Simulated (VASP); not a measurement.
A run of VASP 6.6.1:

Contents of INCAR:

```
SYSTEM = NaTiO2
  PREC = Accurate
  ENCUT = 520
  EDIFF = 1E-6
  ISMEAR = -1
  SIGMA = 0.03
  LREAL = .FALSE.
  LASPH = .TRUE.
  NELM = 150
  ALGO = Normal
  ISIF = 2
  LWAVE = .FALSE.
  LCHARG = .FALSE.
  ISPIN = 2
  MAGMOM = 0 1 0 0
  LORBIT = 11
  LMAXMIX = 4
  GGA = CA
  NBANDS = 28
```

KPOINTS

```
Automatic mesh
0
G
  10 10 10
  0 0 0
```

File POSCAR:

```
NaTiO2
1.0
    1.5552243960      0.8979092237      5.5733273016
   -1.5552243960      0.8979092237      5.5733273016
    0.0000000000     -1.7958184473      5.5733273016
Na Ti O
1 1 2
Direct
    0.0000000000      0.0000000000      0.0000000000
    0.5000000000      0.5000000000      0.5000000000
    0.7638036100      0.7638036100      0.7638036100
    0.2361963900      0.2361963900      0.2361963900
```

Potentials or basis: VASP PAW LDA potentials, release 64 (Na_pv, Ti_sv, O).

The run is started by

```bash
$ cat potpaw_LDA.64/Na_pv/POTCAR potpaw_LDA.64/Ti_sv/POTCAR potpaw_LDA.64/O/POTCAR > POTCAR
$ mpirun -np 1 vasp_std > vasp.out
```

Hardware: 1 thread of Oxide Virtual Turin-like Processor (shared host).

Question: Estimate the wall time of this run.

Answer: Wall time 26 min on 1 thread of Oxide Virtual Turin-like Processor, with other jobs on the host, peak memory 0.41 GiB. Counts: scf iterations 20, k points 116.
